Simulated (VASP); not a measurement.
# MgS (F-43m) in VASP: further runs, part 2 of 2

VASP 6.6.1. The steps go on from the part before.

### Step 3. Single point, PBE-based global hybrid

File POSCAR:

```
MgS
1.0
    0.0000000000      2.8308768389      2.8308768389
    2.8308768389      0.0000000000      2.8308768389
    2.8308768389      2.8308768389      0.0000000000
Mg S
1 1
Direct
    0.0000000000      0.0000000000      0.0000000000
    0.2500000000      0.2500000000      0.2500000000
```

File INCAR.step1:

```
SYSTEM = MgS
  ALGO = Normal
  EDIFF = 1E-5
  ENCUT = 520
  GGA = PE
  ISIF = 2
  ISMEAR = 0
  LASPH = .True.
  LREAL = .False.
  LWAVE = .True.
  NBANDS = 11
  NELM = 80
  PREC = Accurate
  SIGMA = 0.01
```

File INCAR.step2:

```
SYSTEM = MgS
  AEXX = 0.35
  ALGO = Normal
  EDIFF = 1E-6
  ENCUT = 520
  GGA = PE
  ISIF = 2
  ISMEAR = 0
  ISTART = 1
  LASPH = .True.
  LCHARG = .True.
  LELF = .True.
  LHFCALC = .True.
  LREAL = .False.
  LVHAR = .True.
  LWAVE = .False.
  NBANDS = 11
  NELM = 80
  PREC = Accurate
  PRECFOCK = Normal
  SIGMA = 0.01
```

File KPOINTS:

```
k-points
0
Gamma
  4 4 4
  0 0 0
```

Potentials or basis: VASP PAW PBE potentials, release 64 (Mg, S).

Run with:

```bash
> cat potpaw_PBE.64/Mg/POTCAR potpaw_PBE.64/S/POTCAR > POTCAR
> cp INCAR.step1 INCAR
> mpirun -np 1 vasp_std > vasp.out
> cp INCAR.step2 INCAR
> mpirun -np 1 vasp_std > vasp.out
```

OUTCAR:

```text
SYSTEM = MgS
   AEXX = 0.35
   EDIFF = 1E-6
   ENCUT = 520
   GGA = PE
   ISIF = 2
   ISMEAR = 0
   ISTART = 1
   LASPH = .True.
   LHFCALC = .True.
   LREAL = .False.
   NELM = 80
   PREC = Accurate
   PRECFOCK = Normal

 ion  position               nearest neighbor table
   1  0.000  0.000  0.000-   2 2.45   2 2.45   2 2.45   2 2.45
   2  0.250  0.250  0.250-   1 2.45   1 2.45   1 2.45   1 2.45

  LATTYP: Found a face centered cubic cell.
 ALAT       =     5.6617536778

  Lattice vectors:

 A1 = (   0.0000000000,   2.8308768389,   2.8308768389)
 A2 = (   2.8308768389,   0.0000000000,   2.8308768389)
 A3 = (   2.8308768389,   2.8308768389,   0.0000000000)

Analysis of symmetry for initial positions (statically):
=====================================================================
 Subroutine PRICEL returns:
 Original cell was already a primitive cell.

 Routine SETGRP: Setting up the symmetry group for a
 face centered cubic supercell.

 Subroutine GETGRP returns: Found 24 space group operations
 (whereof 24 operations were pure point group operations)
 out of a pool of 48 trial point group operations.

The static configuration has the point symmetry T_d .

Analysis of symmetry for dynamics (positions and initial velocities):
=====================================================================
 Subroutine PRICEL returns:
 Original cell was already a primitive cell.

 Routine SETGRP: Setting up the symmetry group for a
 face centered cubic supercell.

 Subroutine GETGRP returns: Found 24 space group operations
 (whereof 24 operations were pure point group operations)
 out of a pool of 48 trial point group operations.

The dynamic configuration has the point symmetry T_d .

 Subroutine INISYM returns: Found 24 space group operations
 (whereof 24 operations are pure point group operations),
 and found     1 'primitive' translations

----------------------------------------------------------------------------------------

                                     Primitive cell

  volume of cell :      45.3725

  direct lattice vectors                    reciprocal lattice vectors
     0.000000000  2.830876839  2.830876839    -0.176623721  0.176623721  0.176623721
     2.830876839  0.000000000  2.830876839     0.176623721 -0.176623721  0.176623721
     2.830876839  2.830876839  0.000000000     0.176623721  0.176623721 -0.176623721

  length of vectors
     4.003464419  4.003464419  4.003464419     0.305921258  0.305921258  0.305921258

  position of ions in fractional coordinates (direct lattice)
     0.000000000  0.000000000  0.000000000
     0.250000000  0.250000000  0.250000000

  ion indices of the primitive-cell ions
   primitive index   ion index
                 1           1
                 2           2

----------------------------------------------------------------------------------------

 KPOINTS: k-points

Automatic generation of k-mesh.
 Grid dimensions read from file:
 generate k-points for:    4    4    4

 Generating k-lattice:

  Cartesian coordinates                     Fractional coordinates (reciprocal lattice)
[... 30 lines left out ...]
   ions per type =               1   1
   NGX,Y,Z   is equivalent  to a cutoff of  12.46, 12.46, 12.46 a.u.
   NGXF,Y,Z  is equivalent  to a cutoff of  24.92, 24.92, 24.92 a.u.
 SYSTEM =  MgS
   PREC   = accura    normal or accurate (medium, high low for compatibility)
   ISTART =      1    job   : 0-new  1-cont  2-samecut
   ICHARG =      0    charge: 1-file 2-atom 10-const
   ISPIN  =      1    spin polarized calculation?
   LNONCOLLINEAR =      F non collinear calculations
   LSORBIT =      F    spin-orbit coupling
   LASPH  =      T    aspherical Exc in radial PAW
   ENCUT  =  520.0 eV  38.22 Ry    6.18 a.u.   7.44  7.44  7.44*2*pi/ulx,y,z
   NELM   =     80;   NELMIN=  2; NELMDL=  0     # of ELM steps
   EDIFF  = 0.1E-05   stopping-criterion for ELM
   LREAL  =      F    real-space projection
   EDIFFG = 0.1E-04   stopping-criterion for IOM
   NSW    =      0    number of steps for IOM
   IBRION =     -1    ionic relax: 0-MD 1-quasi-New 2-CG
   NFREE  =      0    steps in history (QN), initial steepest desc. (CG)
   ISIF   =      2    stress and relaxation
   ISYM   =      3    0-nonsym 1-usesym 2-fastsym
   POTIM  = 0.5000    time-step for ionic-motion
   TEBEG  =    0.0;   TEEND  =   0.0 temperature during run
   PSTRESS=    0.0 pullay stress
   NELECT =       8.0000    total number of electrons
   NUPDOWN=      -1.0000    fix difference up-down
   EMIN   =  10.00;   EMAX   =-10.00  energy-range for DOS
   EFERMI =   0.00;   METHOD = LEGACY
   ISMEAR =     0;   SIGMA  =   0.01  broadening in eV -4-tet -1-fermi 0-gaus
   EFERMI_NEDOS =   21; number of points for ismear=-14 and -15
   IALGO  =     38    algorithm
   IMIX   =      1    mixing-type and parameters
     AMIX     =   0.40;   BMIX     =  1.00
     AMIX_MAG =   1.60;   BMIX_MAG =  1.00
  volume/ion in A,a.u.               =      22.69       153.09
  Fermi-wavevector in a.u.,A,eV,Ry     =   0.917995  1.734760 11.465842  0.842716
  Thomas-Fermi vector in A             =   2.043027
   LORBIT       =      0    0 simple, 1 ext, 2 COOP (PROOUT), +10 PAW based schemes
   GGA     = PE    functional components
   LHFCALC =     T    Hartree Fock is set to
   PRECFOCK=normal    Normal, Fast or Accurate (Low or Medium for compatibility)
   ENCUT4O =  -1.0   cutoff for four orbital integrals eV
   NKREDX  =     1    reduce k-point grid by
   NKREDY  =     1    reduce k-point grid by
   NKREDZ  =     1    reduce k-point grid by
   AEXX    =    0.3500 exact exchange contribution
   HFSCREEN=    0.0000 screening length (either q_TF or 0.3 A-1)
   HFSCREENC=   0.0000 screening length for correlation (either q_TF or 0.3 A-1)
   ENCUTFOCK=  -1.0 apply spherical cutoff to Coloumb kernel
   IVDW    =     0    specifies the selected vdW correction
   LEPSILON=     F    determine dielectric tensor
   LRPA    =     F    only Hartree local field effects (RPA)
 non-spin polarized calculation
 Gauss-broadening in eV      SIGMA  =   0.01
  energy-cutoff  :      520.00
  volume of cell :       45.37
 maximum number of plane-waves:      1243
 NGX is ok and might be reduce to    30
  NGX = 24; NGY = 24; NGZ = 24

 number of electron       8.0000001 magnetization

 Free energy of the ion-electron system (eV)
  ---------------------------------------------------
  ext. energy  EPLUGINS =         0.00000000
  ---------------------------------------------------
  free energy    TOTEN  =       -11.20087942 eV

  energy without entropy =      -11.20087942  energy(sigma->0) =      -11.20087942

 E-fermi :  -0.4429     XC(G=0):  -5.9445

 val. band max:       -0.5300220811   @ k =   0.0000   0.0000   0.0000
 cond. band min:       5.4489203605   @ k =   0.0000   0.0000   0.0000
 fundamental gap:      5.9789424416
 Fermi energy:        -0.4428719948

 k-point     1 :       0.0000    0.0000    0.0000
  band No.  band energies     occupation
      1     -13.4526      2.00000
      2      -0.5300      2.00000
      3      -0.5300      2.00000
      4      -0.5300      2.00000
      5       5.4489      0.00000
      6      10.2463      0.00000
      7      10.2463      0.00000
      8      10.2463      0.00000
      9      13.3308      0.00000
     10      13.3308      0.00000
     11      16.1012      0.00000
[... 85 lines left out ...]
 k-point     8 :      -0.2500    0.5000    0.2500
  band No.  band energies     occupation
      1     -12.4076      2.00000
      2      -3.1059      2.00000
      3      -2.6012      2.00000
      4      -2.0004      2.00000
      5       7.5151      0.00000
      6      10.3608      0.00000
      7      10.3880      0.00000
      8      10.8573      0.00000
      9      15.3120      0.00000
     10      16.3749      0.00000
     11      16.7136      0.00000

------------------------ aborting loop because EDIFF is reached ----------------------------------------

  FORCE on cell =-STRESS in cart. coord.  units (eV):
  Direction    XX          YY          ZZ          XY          YZ          ZX
  --------------------------------------------------------------------------------------
  -------------------------------------------------------------------------------------
  Total       -0.1854315     -0.1854315     -0.1854315     -0.0000000     -0.0000000     -0.0000000
  in kB       -6.5478873     -6.5478873     -6.5478873     -0.0000000     -0.0000000     -0.0000000
  external PRESSURE =      -6.5478873 kB  Pullay stress =       0.0000000 kB

 VOLUME and BASIS-vectors are now :
 -----------------------------------------------------------------------------
  energy-cutoff  :      520.00
  volume of cell :       45.37
      direct lattice vectors                 reciprocal lattice vectors
     0.000000000  2.830876839  2.830876839    -0.176623721  0.176623721  0.176623721
     2.830876839  0.000000000  2.830876839     0.176623721 -0.176623721  0.176623721
     2.830876839  2.830876839  0.000000000     0.176623721  0.176623721 -0.176623721

 POSITION                                       TOTAL-FORCE (eV/Angst)
 -----------------------------------------------------------------------------------
      0.00000      0.00000      0.00000         0.000000      0.000000      0.000000
      1.41544      1.41544      1.41544        -0.000000     -0.000000     -0.000000
 -----------------------------------------------------------------------------------
    total drift:                               -0.000001      0.000001      0.000001

  FREE ENERGIE OF THE ION-ELECTRON SYSTEM (eV)
  ---------------------------------------------------
  free  energy   TOTEN  =       -11.2008794211 eV

  energy  without entropy=      -11.2008794211  energy(sigma->0) =      -11.20087942
```

Wall time 80 s (1 thread of AMD EPYC 9R14 (Zen 4), shared host); peak memory 0.15 GiB.

What came out:

| Quantity | Value |
| --- | --- |
| Free energy | -11.2009 eV |
| Pressure | -0.7 GPa |
| Band gap on the k mesh | 5.98 eV, direct |

Levels at points of the mesh, in eV from the valence-band top:
```
           k point  band 1  band 2  band 3  band 4  band 5  band 6  band 7  band 8
(0.00, 0.00, 0.00)  -12.92    0.00    0.00    0.00    5.98   10.78   10.78   10.78
(0.50, 0.00, 0.00)  -12.14   -3.54   -0.38   -0.38    7.74   10.39   10.39   11.39
(0.50, 0.50, 0.00)  -11.89   -3.18   -1.18   -1.18    6.28    8.27   14.31   15.43
```

Caveat: the k points lie up to 0.48 Å⁻¹ apart; the PAW data sets were made with another functional, which shifts forces and pressure a little. A k mesh can miss the band edges.

### Step 4. Single point, PBE-based screened hybrid

POSCAR is that of step 3.

File INCAR.step1:

```
PREC = Accurate ; ENCUT = 520
EDIFF = 1E-5 ; ISMEAR = 0
SIGMA = 0.01 ; LREAL = F
LASPH = T ; NELM = 60
ALGO = Normal ; ISIF = 2
LWAVE = T ; GGA = PE
NBANDS = 11
```

File INCAR.step2:

```
PREC = Accurate ; ENCUT = 520
EDIFF = 1E-6 ; ISMEAR = 0
SIGMA = 0.01 ; LREAL = F
LASPH = T ; NELM = 60
ALGO = Normal ; ISIF = 2
LWAVE = F ; LCHARG = T
GGA = PE ; LHFCALC = T
AEXX = 0.15 ; HFSCREEN = 0.1
PRECFOCK = Normal ; LELF = T
LVHAR = T ; ISTART = 1
NBANDS = 11
```

File KPOINTS:

```
regular mesh
0
Gamma
  4 4 4
```

Run with:

```bash
> cat potpaw_PBE.64/Mg/POTCAR potpaw_PBE.64/S/POTCAR > POTCAR
> cp INCAR.step1 INCAR
> mpirun -np 1 vasp_std > vasp.out
> cp INCAR.step2 INCAR
> mpirun -np 1 vasp_std > vasp.out
```

It took 70 s on 1 thread of AMD EPYC 9R14 (Zen 4), shared host; peak memory 0.25 GiB.

It converged, with:

```
Free energy            : -9.4530 eV
Pressure               : 0.3 GPa
Band gap on the k mesh : 4.29 eV, direct
```

Levels at points of the mesh, in eV from the valence-band top:
```csv
k point,band 1,band 2,band 3,band 4,band 5,band 6,band 7,band 8
"(0.00, 0.00, 0.00)",-11.98,0.00,0.00,0.00,4.29,8.91,8.91,8.91
"(0.50, 0.00, 0.00)",-11.26,-3.31,-0.35,-0.35,5.99,8.57,8.57,9.57
"(0.50, 0.50, 0.00)",-11.02,-2.98,-1.10,-1.10,4.67,6.52,12.27,13.40
```

Caveat: the k points lie up to 0.48 Å⁻¹ apart; the PAW data sets were made with another functional, which shifts forces and pressure a little. A k mesh can miss the band edges.

### Step 5. Overview

| level | screening parameter | share of exact exchange | gap on the mesh (eV) | pressure (GPa) |
| --- | --- | --- | --- | --- |
| HSE06 | 0.2079 1/Å | - | 4.52 | -0.1 |
| PBE-based global hybrid | - | 0.35 | 5.98 | -0.7 |
| PBE-based screened hybrid | 0.1 1/Å | 0.15 | 4.29 | 0.3 |

Alike in all rows: task single point; potentials or basis VASP PAW PBE potentials, release 64 (Mg, S); no spin polarisation; cell as given; k mesh 4 × 4 × 4; cutoff (eV) 520; smearing gaussian 0.01 eV.

Caveats: all runs use coarse meshes; the PAW data sets were made with another functional, which shifts forces and pressure a little.

Total energies depend on the potentials used, so only differences within one code and one set of settings carry meaning.
